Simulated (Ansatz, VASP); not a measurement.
**Two plane-wave programs on TiH**

```
Ti H
1.0
     0.00000    2.05162    2.05162
     1.90801    0.00000    2.05162
     1.90801    2.05162    0.00000
Ti H
1 1
Direct
  0.99962 0.00038 0.00038
  0.51813 0.48187 0.48187
```

Change from the starting cell: mode 4 frozen in at -0.074 Å, normal strain along x -0.0700.

Alike in both runs: task single point; functional LDA; k mesh 18 × 18 × 18; occupations gaussian, width 0.15 eV; no spin polarisation.

|  | VASP | Ansatz |
| --- | --- | --- |
| version | VASP 6.6.1 | Ansatz 0.2.0 |
| potentials or method | VASP PAW LDA potentials, release 64 (Ti_sv, H), cutoff 520 eV | scalar-relativistic, plane waves, PAW |
| valence electrons in the cell | 13 | 13 |

|  | VASP | Ansatz | Ansatz less VASP |
| --- | --- | --- | --- |
| gap on the k mesh at the Fermi level (eV) | none | none | - |
| pressure (GPa) | 13.4 | 13.3 | -0.08 |
| traceless stress, the component that is largest in VASP (GPa) | 0.35 | 0.32 | -0.034 |
| rms of the force components (eV/Å) | 0.343 | 0.343 | -0.0008 |

LDA's correlation is that of Perdew and Zunger in VASP and of Perdew and Wang (1992) in Ansatz. Atom by atom the forces differ by 0.001 eV/Å (rms over components). A gap of «none» marks a metal or a gap that the smearing closes.
